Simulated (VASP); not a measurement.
Write the native input for VASP 6.6.1 that does the following.

* Task: single point
* Functional: PBE
* Potentials or basis: VASP PAW PBE potentials, release 64 (Hf_pv, Sn_d, S)
* Cutoff: 500 eV
* k mesh: 3 × 3 × 1
* Occupations: gaussian, width 0.15 eV
* Spin: no spin polarisation
* Dipole correction: no
* Further INCAR settings: ALGO = Normal; EDIFF = 1e-06; NBANDS = 44

The structure of Hf3SnS4 lies in POSCAR:

```
Hf3SnS4
1.0
    4.3941183069      0.0000000000      0.0000000000
    0.0000000000      4.3941183069      0.0000000000
    0.0000000000      0.0000000000      8.7375862556
Hf Sn S
3 1 4
Direct
    0.5000000000      0.5000000000      0.6750180942
    0.5000000000      0.5000000000      0.3249819058
    0.0000000000      0.0000000000      0.0000000000
    0.0000000000      0.0000000000      0.5000000000
    0.5000000000      0.0000000000      0.8256256347
    0.0000000000      0.5000000000      0.8256256347
    0.5000000000      0.0000000000      0.1743743653
    0.0000000000      0.5000000000      0.1743743653
```

The cell was generated, and may not be a known phase.

These files were run (other wordings do the same):

INCAR

```
SYSTEM = Hf3SnS4
  PREC = Accurate
  ENCUT = 500
  EDIFF = 1E-6
  ISMEAR = 0
  SIGMA = 0.15
  LREAL = .False.
  LASPH = .True.
  NELM = 120
  ALGO = Normal
  ISIF = 2
  LWAVE = .False.
  LCHARG = .False.
  GGA = PE
  NBANDS = 44
  GGA_COMPAT = .False.
```

KPOINTS

```
Automatic mesh
0
Gamma
  3 3 1
  0 0 0
```

Potentials or basis: VASP PAW PBE potentials, release 64 (Hf_pv, Sn_d, S).

Run with:

```bash
$ cat potpaw_PBE.64/Hf_pv/POTCAR potpaw_PBE.64/Sn_d/POTCAR potpaw_PBE.64/S/POTCAR > POTCAR
$ mpirun -np 1 vasp_std > vasp.out
```

Results of the run:

```
Pressure               : -0.3 GPa
Largest force          : 0.037 eV/Å
Band gap on the k mesh : zero (bands 34 and 35 overlap by 0.40 eV)
```

Caveat: the k points lie up to 0.72 Å⁻¹ apart; spin-orbit coupling is left out, which moves the levels of the heavy elements.

Wall time 54 s on 1 thread of Intel Xeon 8259CL (shared host), peak memory 0.25 GiB.
